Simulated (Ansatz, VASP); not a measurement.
One calculation of Be, two programs

File INCAR:

```
SYSTEM = Be
  ALGO = Normal
  EDIFF = 1E-6
  ENCUT = 520
  GGA = RP
  ISIF = 2
  ISMEAR = -1
  LASPH = .True.
  LCHARG = .False.
  LREAL = .False.
  LWAVE = .False.
  NBANDS = 12
  NELM = 60
  PREC = Accurate
  SIGMA = 0.1
```

Contents of KPOINTS:

```
k-points
0
Gamma
  18 18 5
  0 0 0
```

Contents of POSCAR:

```
Be
1.0
    2.3623933387      0.0000000000      0.0000000000
   -1.1811966694      2.0458926450      0.0000000000
    0.0000000000      0.0000000000      7.5142754243
Be
4
Direct
    0.0000000000      1.0000000000      1.0000000000
    1.0000000000      1.0000000000      0.5000000000
    0.3333333333      0.6666666667      0.2500000000
    0.6666666667      0.3333333333      0.7500000000
```

Input for Ansatz:

```yaml
crystal:
  lattice:
    - [2.3623933387, 0.0, 0.0]
    - [-1.1811966694, 2.045892645, 0.0]
    - [0.0, 0.0, 7.5142754243]
  atoms:
    - { symbol: Be, position: [0.0, 1.0, 1.0] }
    - { symbol: Be, position: [1.0, 1.0, 0.5] }
    - { symbol: Be, position: [0.3333333333, 0.6666666667, 0.25] }
    - { symbol: Be, position: [0.6666666667, 0.3333333333, 0.75] }
hamiltonian:
  xc: rpbe
  pseudopotentials:
    kind: paw
    azcp:
      Be: "pseudopotentials/Be.paw.azcp"
basis:
  ecutwfc: 420
  fft_grid_basis: typed
kpoints:
  mp_grid: { grid: [18, 18, 5], shift: [0, 0, 0] }
magnetization:
  spin_polarized: false
scf:
  occupations: { method: fermi_dirac, width: 0.1 }
  lower_state_search: "off"
output:
  stress: true
```

Alike in both runs: task single point; functional RPBE; k mesh 18 × 18 × 5; occupations fermi-dirac, width 0.1 eV; no spin polarisation.

|  | VASP | Ansatz |
| --- | --- | --- |
| version | VASP 6.6.1 | Ansatz 0.2.0 |
| potentials or method | VASP PAW PBE potentials, release 64 (Be), cutoff 520 eV | plane waves (420 eV) with PAW, scalar-relativistic |
| valence electrons in the cell | 8 | 8 |

```tsv
	VASP	Ansatz	Ansatz less VASP
pressure (GPa)	-11.0	-11.0	0.00
traceless stress, the component that is largest in VASP (GPa)	-0.34	-0.35	-0.011
```

VASP's potentials were made for PBE, not for RPBE.
